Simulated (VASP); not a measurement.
SmNb:

```xyz
4
Lattice="4.6280 0.0000 0.0000 -2.3140 4.0080 0.0000 0.0000 0.0000 4.8882" Properties=species:S:1:pos:R:3 pbc="T T T"
Sm    0.0000    2.6720    1.2221
Sm    2.3140    1.3360    3.6662
Nb    0.0000    0.0000    1.2221
Nb    0.0000    0.0000    3.6662
```

The cell was generated, and may not be a known phase.

```yaml
Program: VASP 6.6.1
Task: relaxation of cell and atoms
Functional: PBE
Potentials_or_basis: VASP PAW PBE potentials, release 64 (Sm_3, Nb_sv), 4f in core
Cutoff: 500 eV
k_mesh: 5 × 5 × 4
Occupations: gaussian, width 0.2 eV
Spin: no spin polarisation
```

At the start: pressure 18.3 GPa; volume 22.67 Å³/atom.

**Question.** How do energy, volume and symmetry change on relaxing?

**Answer.** Over 6 steps the energy falls by 506.6 meV/atom and the volume is 29.48 Å³/atom (+30.0 %); space group P6_3/mmc (No. 194, to 0.1 Å) before and after.

The path:
| step | energy change (eV) | largest force (eV/Å) | pressure (GPa) | volume (Å³) |
| --- | --- | --- | --- | --- |
| 1 | 0.0000 | 0.0000 | 18.31 | 90.67 |
| 2 | -1.7286 | 0.0000 | -5.47 | 128.21 |
| 3 | -1.8096 | 0.0000 | -2.53 | 119.17 |
| 4 | -1.8108 | 0.0000 | -2.96 | 120.32 |
| 5 | -1.8970 | 0.0000 | 3.14 | 116.11 |
| 6 | -2.0265 | 0.0000 | -0.06 | 117.92 |

Final structure:
```
Sm Nb
1.0
     5.37360    0.00000    0.00000
    -2.68680    4.65367    0.00000
     0.00000    0.00000    4.71529
Sm Nb
2 2
Cartesian
  0.0000 3.1024 1.1788
  2.6868 1.5512 3.5365
  0.0000 0.0000 1.1788
  5.3736 0.0000 3.5365
```

Caveat: the volume moved by over 15 % at a fixed basis, so the end points are rough.
